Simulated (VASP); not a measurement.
AlNi: single point with PBEsol

Crystal: AlNi.

```
Al Ni
1.0
     2.85971    0.00000    0.00000
     0.00000    2.85971    0.00000
     0.00000    0.00000    2.85971
Al Ni
1 1
Direct
  0.50000 0.50000 0.50000
  0.00000 0.00000 0.00000
```

| Item | Value |
| --- | --- |
| Program | VASP 6.6.1 |
| Task | single point |
| Functional | PBEsol |
| Potentials or basis | VASP PAW PBE potentials, release 64 (Al, Ni) |
| Cutoff | 520 eV |
| k mesh | 6 × 6 × 6 |
| Occupations | gaussian, width 0.1 eV |
| Spin | collinear spin, ferromagnetic start |
| Starting moments | [0.0, 2.0] μB |

The pressure is 0.9 GPa. The net moment is 0.00 μB per cell and the valence electrons inside the program's atomic spheres are Al 0.81; Ni 9.52.

Levels at points of the mesh, in eV from the Fermi level:
Spin up:
| k point | band 4 | band 5 | band 6 | band 7 | band 8 | band 9 | band 10 | band 11 |
| --- | --- | --- | --- | --- | --- | --- | --- | --- |
| (0.00, 0.00, 0.00) | -1.66 | -1.66 | -1.66 | 5.54 | 5.54 | 5.54 | 8.17 | 8.17 |
| (0.50, 0.00, 0.00) | -2.38 | -2.38 | -1.57 | -0.73 | 8.28 | 10.05 | 10.05 | 11.07 |
| (0.50, 0.50, 0.00) | -2.99 | -2.21 | -2.21 | -1.11 | 1.44 | 2.55 | 12.49 | 15.25 |
| (0.50, 0.50, 0.50) | -1.08 | -1.08 | 1.91 | 1.91 | 1.91 | 3.88 | 4.52 | 4.52 |
Spin down:
| k point | band 3 | band 4 | band 5 | band 6 | band 7 | band 8 | band 9 | band 10 | band 11 | band 12 |
| --- | --- | --- | --- | --- | --- | --- | --- | --- | --- | --- |
| (0.00, 0.00, 0.00) | -3.41 | -1.66 | -1.66 | -1.66 | 5.54 | 5.54 | 5.54 | 8.17 | 8.17 | 14.08 |
| (0.50, 0.00, 0.00) | -2.92 | -2.38 | -2.38 | -1.57 | -0.73 | 8.28 | 10.05 | 10.05 | 11.07 | 11.07 |
| (0.50, 0.50, 0.00) | -2.99 | -2.99 | -2.21 | -2.21 | -1.11 | 1.44 | 2.55 | 12.49 | 15.25 | 15.25 |
| (0.50, 0.50, 0.50) | -4.27 | -1.08 | -1.08 | 1.91 | 1.91 | 1.91 | 3.88 | 4.52 | 4.52 | 4.52 |

Wall time 8.8 s on 1 thread of Intel(R) Xeon(R) Platinum 8559C (Emerald Rapids), on a shared host, peak memory 0.15 GiB.

Caveat: the k points lie up to 0.37 Å⁻¹ apart; the starting moments collapsed, and a magnetic state may lie lower; the PAW data sets were made with another functional, which shifts forces and pressure a little.
